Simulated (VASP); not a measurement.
## ZrS2: single point with r2SCAN

Crystal: ZrS2.

```
Zr S
1.0
     3.74789    0.00000    0.00000
    -1.87394    3.24577    0.00000
     0.00000    0.00000    5.79829
Zr S
1 2
Cartesian
  0.0000 0.0000 0.0000
  0.0000 2.1638 1.4078
  1.8739 1.0819 4.3905
```

This cell differs from its parent crystal: epitaxial xy strain +2.0%.

| Item | Value |
| --- | --- |
| Program | VASP 6.6.1 |
| Task | single point |
| Functional | r2SCAN |
| Potentials or basis | VASP PAW PBE potentials, release 64 (Zr_sv, S) |
| Cutoff | 550 eV |
| k mesh | 12 × 12 × 4 |
| Occupations | gaussian, width 0.01 eV |
| Spin | no spin polarisation |

The pressure is -1.3 GPa. The largest force is 0.036 eV/Å and the band gap on the k mesh is 1.27 eV (least direct gap 1.67 eV).

Forces on the atoms (eV/Å):
```
Zr   0.000  0.000  0.000
S    0.000  0.000 -0.036
S    0.000  0.000  0.036
```

Stress tensor (GPa, compression positive):
```
-2.34  0.00  0.00
 0.00 -2.34  0.00
 0.00  0.00  0.89
```

Levels at points of the mesh, in eV from the valence-band top:
```tsv
k point	band 10	band 11	band 12	band 13	band 14	band 15
(0.00, 0.00, 0.00)	-0.36	-0.36	0.00	1.67	1.67	2.71
(0.50, 0.00, 0.00)	-2.49	-1.95	-1.56	1.39	3.26	3.45
(0.00, 0.00, 0.50)	-1.80	-0.51	-0.51	1.63	1.63	2.96
(0.50, 0.00, 0.50)	-2.27	-1.28	-0.84	1.27	3.24	3.46
```

Run time: 9.1 min on 1 thread of Intel Xeon 8259CL, with other jobs on the host, peak memory 0.27 GiB.

Caveat: the cell differs from its parent crystal (epitaxial xy strain +2.0%); the PAW data sets were made with another functional, which shifts forces and pressure a little. A k mesh can miss the band edges.
